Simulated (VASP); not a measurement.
# BaTiO3 (P4mm) in VASP: further runs, part 2 of 3

VASP 6.6.1.

### Step 4. Relaxation of the atoms, PBE (strain along c alone, the other axes held: -3.0 %)

Input file INCAR:

```
  PREC = Accurate
  ENCUT = 520
  EDIFF = 1E-6
  ISMEAR = 0
  SIGMA = 0.02
  LREAL = False
  LASPH = True
  NELM = 100
  ALGO = Normal
  ISIF = 2
  LWAVE = False
  LCHARG = False
  GGA = PE
  IBRION = 2
  NSW = 60
  EDIFFG = -0.008
```

Input file KPOINTS:

```
Automatic mesh
0
Gamma
  8 8 6
```

Input file POSCAR:

```
BaTiO3
1.0
    3.9854497974      0.0000000000      0.0000000000
    0.0000000000      3.9854497974      0.0000000000
    0.0000000000      0.0000000000      4.0744681653
Ba Ti O
1 1 3
Direct
    0.5000000000      0.5000000000      0.5871413519
    0.0000000000      0.0000000000      0.1045449601
    0.0000000000      0.5000000000      0.0616190250
    0.5000000000      0.0000000000      0.0616190250
    0.0000000000      0.0000000000      0.5450726280
```

Potentials or basis: VASP PAW PBE potentials, release 64 (Ba_sv, Ti_sv, O).

Started as:

```
> cat potpaw_PBE.64/Ba_sv/POTCAR potpaw_PBE.64/Ti_sv/POTCAR potpaw_PBE.64/O/POTCAR > POTCAR
> mpirun -np 1 vasp_std > vasp.out
```

OUTCAR:

```text
PREC = Accurate
   ENCUT = 520
   EDIFF = 1E-6
   ISMEAR = 0
   LREAL = False
   LASPH = True
   NELM = 100
   ISIF = 2
   GGA = PE
   IBRION = 2
   NSW = 60
   EDIFFG = -0.008

 ion  position               nearest neighbor table
   1  0.500  0.500  0.587-   3 2.78   4 2.78   4 2.78   3 2.78   5 2.82   5 2.82   5 2.82   5 2.82
                             3 2.93   4 2.93   3 2.93   4 2.93   2 3.44   2 3.44   2 3.44   2 3.44
   2  0.000  0.000  0.105-   5 1.79   4 2.00   3 2.00   3 2.00   4 2.00   5 2.28   1 3.44   1 3.44
                             1 3.44   1 3.44   1 3.52   1 3.52   1 3.52   1 3.52
   3  0.000  0.500  0.062-   2 2.00   2 2.00   1 2.78   1 2.78   1 2.93   1 2.93
   4  0.500  0.000  0.062-   2 2.00   2 2.00   1 2.78   1 2.78   1 2.93   1 2.93
   5  0.000  0.000  0.545-   2 1.79   2 2.28   1 2.82   1 2.82   1 2.82   1 2.82

  LATTYP: Found a simple tetragonal cell.
 ALAT       =     3.9854497974
 C/A-ratio  =     1.0223358397

  Lattice vectors:

 A1 = (   3.9854497974,   0.0000000000,   0.0000000000)
 A2 = (   0.0000000000,   3.9854497974,   0.0000000000)
 A3 = (   0.0000000000,   0.0000000000,   4.0744681653)

Analysis of symmetry for initial positions (statically):
=====================================================================
 Subroutine PRICEL returns:
 Original cell was already a primitive cell.

 Routine SETGRP: Setting up the symmetry group for a
 simple tetragonal supercell.

 Subroutine GETGRP returns: Found  8 space group operations
 (whereof  8 operations were pure point group operations)
 out of a pool of 16 trial point group operations.

The static configuration has the point symmetry C_4v.

Analysis of symmetry for dynamics (positions and initial velocities):
=====================================================================
 Subroutine PRICEL returns:
 Original cell was already a primitive cell.

 Routine SETGRP: Setting up the symmetry group for a
 simple tetragonal supercell.

 Subroutine GETGRP returns: Found  8 space group operations
 (whereof  8 operations were pure point group operations)
 out of a pool of 16 trial point group operations.

The dynamic configuration has the point symmetry C_4v.

 Subroutine INISYM returns: Found  8 space group operations
 (whereof  8 operations are pure point group operations),
 and found     1 'primitive' translations

----------------------------------------------------------------------------------------

                                     Primitive cell

  volume of cell :      64.7181

  direct lattice vectors                    reciprocal lattice vectors
     3.985449797  0.000000000  0.000000000     0.250912708  0.000000000  0.000000000
     0.000000000  3.985449797  0.000000000     0.000000000  0.250912708  0.000000000
     0.000000000  0.000000000  4.074468165     0.000000000  0.000000000  0.245430805

  length of vectors
     3.985449797  3.985449797  4.074468165     0.250912708  0.250912708  0.245430805

  position of ions in fractional coordinates (direct lattice)
[... 45 lines left out ...]
  0.375000  0.000000  0.000000      4.000000
  0.500000  0.000000  0.000000      2.000000
  0.125000  0.125000  0.000000      4.000000
[... 16 lines left out ...]
  0.375000  0.125000  0.166667     16.000000
  0.500000  0.125000  0.166667      8.000000
 [... further k-points ...]
   k-points           NKPTS =     60   k-points in BZ     NKDIM =     60   number of bands    NBANDS=     24
   number of dos      NEDOS =    301   number of ions     NIONS =      5
   total plane-waves  NPLWV =  27000
   dimension x,y,z NGX =    30 NGY =   30 NGZ =   30
   dimension x,y,z NGXF=    60 NGYF=   60 NGZF=   60
   ions per type =               1   1   3
   NGX,Y,Z   is equivalent  to a cutoff of  12.51, 12.51, 12.24 a.u.
   NGXF,Y,Z  is equivalent  to a cutoff of  25.03, 25.03, 24.48 a.u.
 SYSTEM =  unknown system
   PREC   = accura    normal or accurate (medium, high low for compatibility)
   ISTART =      0    job   : 0-new  1-cont  2-samecut
   ICHARG =      2    charge: 1-file 2-atom 10-const
   ISPIN  =      1    spin polarized calculation?
   LNONCOLLINEAR =      F non collinear calculations
   LSORBIT =      F    spin-orbit coupling
   LASPH  =      T    aspherical Exc in radial PAW
   ENCUT  =  520.0 eV  38.22 Ry    6.18 a.u.   7.41  7.41  7.58*2*pi/ulx,y,z
   NELM   =    100;   NELMIN=  2; NELMDL= -5     # of ELM steps
   EDIFF  = 0.1E-05   stopping-criterion for ELM
   LREAL  =      F    real-space projection
   EDIFFG = -.8E-02   stopping-criterion for IOM
   NSW    =     60    number of steps for IOM
   IBRION =      2    ionic relax: 0-MD 1-quasi-New 2-CG
   NFREE  =      1    steps in history (QN), initial steepest desc. (CG)
   ISIF   =      2    stress and relaxation
   ISYM   =      2    0-nonsym 1-usesym 2-fastsym
   POTIM  = 0.5000    time-step for ionic-motion
   TEBEG  =    0.0;   TEEND  =   0.0 temperature during run
   PSTRESS=    0.0 pullay stress
   NELECT =      40.0000    total number of electrons
   NUPDOWN=      -1.0000    fix difference up-down
   EMIN   =  10.00;   EMAX   =-10.00  energy-range for DOS
   EFERMI =   0.00;   METHOD = LEGACY
   ISMEAR =     0;   SIGMA  =   0.02  broadening in eV -4-tet -1-fermi 0-gaus
   EFERMI_NEDOS =   21; number of points for ismear=-14 and -15
   IALGO  =     38    algorithm
   IMIX   =      4    mixing-type and parameters
     AMIX     =   0.40;   BMIX     =  1.00
     AMIX_MAG =   1.60;   BMIX_MAG =  1.00
  volume/ion in A,a.u.               =      12.94        87.35
  Fermi-wavevector in a.u.,A,eV,Ry     =   1.394504  2.635230 26.458435  1.944640
  Thomas-Fermi vector in A             =   2.518046
   LORBIT       =      0    0 simple, 1 ext, 2 COOP (PROOUT), +10 PAW based schemes
   GGA     = PE    functional components
   LHFCALC =     F    Hartree Fock is set to
   AEXX    =    0.0000 exact exchange contribution
   IVDW    =     0    specifies the selected vdW correction
   LEPSILON=     F    determine dielectric tensor
   LRPA    =     F    only Hartree local field effects (RPA)
 conjugate gradient relaxation of ions
 non-spin polarized calculation
 Gauss-broadening in eV      SIGMA  =   0.02
  energy-cutoff  :      520.00
  volume of cell :       64.72
 maximum number of plane-waves:      1779
 NGX is ok and might be reduce to    30
   NGX = 15   NGY = 15   NGZ = 15

--------------------------------------- Ionic step        1  -------------------------------------------

 number of electron      39.9999983 magnetization

 Free energy of the ion-electron system (eV)
  ---------------------------------------------------
  ext. energy  EPLUGINS =         0.00000000
  ---------------------------------------------------
  free energy    TOTEN  =       -39.99251430 eV

  energy without entropy =      -39.99251430  energy(sigma->0) =      -39.99251430

------------------------ aborting loop because EDIFF is reached ----------------------------------------

  FORCE on cell =-STRESS in cart. coord.  units (eV):
  Direction    XX          YY          ZZ          XY          YZ          ZX
  --------------------------------------------------------------------------------------
  -------------------------------------------------------------------------------------
  Total        1.8307989      1.8307989      3.2190977      0.0000000      0.0000000      0.0000000
  in kB       45.3237255     45.3237255     79.6928066      0.0000000      0.0000000      0.0000000
  external PRESSURE =      56.7800859 kB  Pullay stress =       0.0000000 kB
[... 221 lines left out ...]
--------------------------------------- Ionic step        7  -------------------------------------------

 number of electron      39.9999983 magnetization

 Free energy of the ion-electron system (eV)
  ---------------------------------------------------
  ext. energy  EPLUGINS =         0.00000000
  ---------------------------------------------------
  free energy    TOTEN  =       -40.00539874 eV

  energy without entropy =      -40.00539874  energy(sigma->0) =      -40.00539874

 E-fermi :   4.0055     XC(G=0): -11.1987

 val. band max:        3.8710315767   @ k =   0.5000   0.5000   0.5000
 cond. band min:       5.6591450534   @ k =   0.0000   0.0000   0.0000
 fundamental gap:      1.7881134767
 Fermi energy:         4.0055264913

 k-point     1 :       0.0000    0.0000    0.0000
  band No.  band energies     occupation
      1     -52.7211      2.00000
      2     -29.0057      2.00000
      3     -28.9307      2.00000
      4     -28.9307      2.00000
      5     -21.1039      2.00000
      6     -13.1079      2.00000
[... 637 lines left out ...]
     23       7.4792      0.00000
     24       8.7136      0.00000

 [... further k-points ...]

------------------------ aborting loop because EDIFF is reached ----------------------------------------

  FORCE on cell =-STRESS in cart. coord.  units (eV):
  Direction    XX          YY          ZZ          XY          YZ          ZX
  --------------------------------------------------------------------------------------
  -------------------------------------------------------------------------------------
  Total        1.7019914      1.7019914      1.8578778      0.0000000      0.0000000      0.0000000
  in kB       42.1349353     42.1349353     45.9940975      0.0000000      0.0000000      0.0000000
  external PRESSURE =      43.4213227 kB  Pullay stress =       0.0000000 kB
[... 20 lines left out ...]
  FREE ENERGIE OF THE ION-ELECTRON SYSTEM (eV)
  ---------------------------------------------------
  free  energy   TOTEN  =       -40.0053987431 eV

  energy  without entropy=      -40.0053987431  energy(sigma->0) =      -40.00539874

 reached required accuracy - stopping structural energy minimisation
```

Run time: 2.6 min. Hardware: 1 thread of Oxide Virtual Turin-like, shared host; peak memory 0.21 GiB.

Results:

| Quantity | Value |
| --- | --- |
| Free energy | -40.0054 eV |
| Energy gained by relaxing | 2.6 meV/atom |
| Ionic steps | 7 |
| Pressure after relaxing | 4.3 GPa |
| Band gap on the k mesh | 1.79 eV (least direct gap 2.21 eV) |

Forces in eV/Å, atoms in the order of the input:
```
Ba   0.000  0.000  0.002
Ti   0.000  0.000  0.000
O    0.000  0.000 -0.001
O    0.000  0.000 -0.001
O    0.000  0.000 -0.001
```

The path:
| step | energy change (eV) | largest force (eV/Å) | pressure (GPa) |
| --- | --- | --- | --- |
| 1 | 0.0000 | 0.5328 | 5.68 |
| 2 | -0.0113 | 0.1280 | 4.39 |
| 3 | -0.0113 | 0.1255 | 4.45 |
| 4 | -0.0122 | 0.0826 | 4.42 |
| 5 | -0.0129 | 0.0088 | 4.36 |
| 6 | -0.0129 | 0.0090 | 4.36 |
| 7 | -0.0129 | 0.0023 | 4.34 |

Final structure:
```yaml
crystal:
  lattice:
    - [3.98545, 0.00000, 0.00000]
    - [0.00000, 3.98545, 0.00000]
    - [0.00000, 0.00000, 4.07447]
  atoms:
    - { symbol: Ba, position: [0.50000, 0.50000, 0.58173] }
    - { symbol: Ti, position: [0.00000, 0.00000, 0.09871] }
    - { symbol: O, position: [0.00000, 0.50000, 0.06392] }
    - { symbol: O, position: [0.50000, 0.00000, 0.06392] }
    - { symbol: O, position: [0.00000, 0.00000, 0.55172] }
```

Caveat: the cell differs from its parent crystal (strain along c alone, the other axes held: -3.0 %); spin-orbit coupling is left out, which moves the levels of the heavy elements.

### Step 5. Relaxation of the atoms, PBE (equal strain along all axes, cell held: -1.5 %)

Input file INCAR:

```
SYSTEM = BaTiO3
  PREC = Accurate
  ENCUT = 520
  EDIFF = 1E-6
  ISMEAR = 0
  SIGMA = 0.02
  LREAL = .FALSE.
  LASPH = .TRUE.
  NELM = 100
  ALGO = Normal
  ISIF = 2
  LWAVE = .FALSE.
  LCHARG = .FALSE.
  GGA = PE
  IBRION = 2
  NSW = 60
  EDIFFG = -0.008
```

Input file KPOINTS:

```
regular mesh
0
G
  8 8 6
  0 0 0
```

Input file POSCAR:

```
BaTiO3
1.0
    3.9256680492      0.0000000000      0.0000000000
    0.0000000000      3.9256680492      0.0000000000
    0.0000000000      0.0000000000      4.1374754116
Ba Ti O
1 1 3
Direct
    0.5000000000      0.5000000000      0.5912757175
    0.0000000000      0.0000000000      0.1084227160
    0.0000000000      0.5000000000      0.0602445497
    0.5000000000      0.0000000000      0.0602445497
    0.0000000000      0.0000000000      0.5398094571
```

Started as:

```
> cat potpaw_PBE.64/Ba_sv/POTCAR potpaw_PBE.64/Ti_sv/POTCAR potpaw_PBE.64/O/POTCAR > POTCAR
> mpirun -np 1 vasp_std > vasp.out
```

Run time: 4.6 min. Hardware: 1 thread of Oxide Virtual Turin-like, shared host; peak memory 0.21 GiB.

Results (log left out):

* Free energy: -39.9535 eV
* Energy gained by relaxing: 3.5 meV/atom
* Ionic steps: 7
* Pressure after relaxing: 8.1 GPa
* Band gap on the k mesh: 1.83 eV (least direct gap 2.35 eV)

Forces in eV/Å, atoms in the order of the input:
```
Ba   0.000  0.000 -0.002
Ti   0.000  0.000  0.000
O    0.000  0.000  0.000
O    0.000  0.000  0.000
O    0.000  0.000  0.003
```

Stress tensor (GPa, compression positive):
```
9.37 0.00 0.00
0.00 9.37 0.00
0.00 0.00 5.47
```

Step by step:
```
step  energy change (eV)  largest force (eV/Å)  pressure (GPa)
   1              0.0000                0.7095            9.66
   2             -0.0147                0.1817            7.94
   3             -0.0153                0.1714            8.20
   4             -0.0167                0.1048            8.16
   5             -0.0176                0.0322            8.08
   6             -0.0177                0.0099            8.06
   7             -0.0177                0.0026            8.07
```

Final structure:
```
CELL_PARAMETERS angstrom
3.92567 0.00000 0.00000
0.00000 3.92567 0.00000
0.00000 0.00000 4.13748
ATOMIC_POSITIONS crystal
Ba 0.50000 0.50000 0.58474
Ti 0.00000 0.00000 0.10346
O 0.00000 0.50000 0.06203
O 0.50000 0.00000 0.06203
O 0.00000 0.00000 0.54774
```

Levels at points of the mesh, in eV from the valence-band top:
| k point | band 16 | band 17 | band 18 | band 19 | band 20 | band 21 | band 22 | band 23 | band 24 |
| --- | --- | --- | --- | --- | --- | --- | --- | --- | --- |
| (0.00, 0.00, 0.00) | -1.56 | -1.38 | -0.74 | -0.52 | -0.52 | 1.83 | 2.31 | 2.31 | 4.26 |
| (0.50, 0.00, 0.00) | -2.10 | -2.06 | -1.82 | -1.43 | -1.19 | 2.43 | 3.62 | 3.69 | 4.18 |
| (0.50, 0.50, 0.00) | -3.08 | -1.96 | -1.04 | -1.04 | -0.07 | 3.72 | 3.72 | 4.11 | 4.38 |
| (0.00, 0.00, 0.50) | -2.10 | -2.03 | -2.03 | -0.74 | -0.74 | 1.97 | 3.49 | 3.49 | 4.25 |
| (0.50, 0.00, 0.50) | -2.79 | -1.83 | -1.16 | -1.09 | -0.47 | 3.51 | 3.66 | 3.88 | 5.07 |
| (0.50, 0.50, 0.50) | -2.53 | -2.53 | -0.38 | -0.38 | 0.00 | 4.14 | 4.14 | 4.31 | 6.30 |

Caveat: the cell differs from its parent crystal (equal strain along all axes, cell held: -1.5 %); spin-orbit coupling is left out, which moves the levels of the heavy elements. A k mesh can miss the band edges.

[end of part 2 of 3]
